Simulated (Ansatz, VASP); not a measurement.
One calculation of H, two programs

```
CELL_PARAMETERS angstrom
1.66581 -2.74695 -0.00524
1.61134 2.71408 0.00071
-0.00869 0.00688 6.29344
ATOMIC_POSITIONS crystal
H 0.56625 0.42065 0.99773
H 0.42584 0.54624 0.00699
H 0.40303 0.56025 0.50085
H 0.57706 0.40486 0.50551
```

Change from the starting cell: kmesh displaced: [6, 6, 4] Gamma-centred.

Alike in both runs: task single point; functional PBEsol; k mesh 6 × 6 × 4; occupations gaussian, width 0.02 eV; no spin polarisation.

|  | VASP | Ansatz |
| --- | --- | --- |
| version | VASP 6.6.1 | Ansatz 0.2.0 |
| potentials or method | VASP PAW PBE potentials, release 64 (H), cutoff 500 eV | scalar-relativistic, plane waves, PAW |
| valence electrons in the cell | 4 | 4 |

VASP gave:

```
gap on the k mesh at the Fermi level (eV)                     : 6.78
least direct gap on the mesh (eV)                             : 6.78
pressure (GPa)                                                : -2.0
traceless stress, the component that is largest in VASP (GPa) : -3.92
rms of the force components (eV/Å)                            : 1.321
```

Problem. Estimate Ansatz's values.

Solution. gap on the k mesh at the Fermi level (eV): 6.78; least direct gap on the mesh (eV): 6.78; pressure (GPa): -1.8; traceless stress, the component that is largest in VASP (GPa): -3.93; rms of the force components (eV/Å): 1.326.

VASP's potentials were made for PBE, not for PBEsol. Atom by atom the forces differ by 0.005 eV/Å (rms over components). With one functional, cell and mesh, what is left measures potentials, basis and numerics.
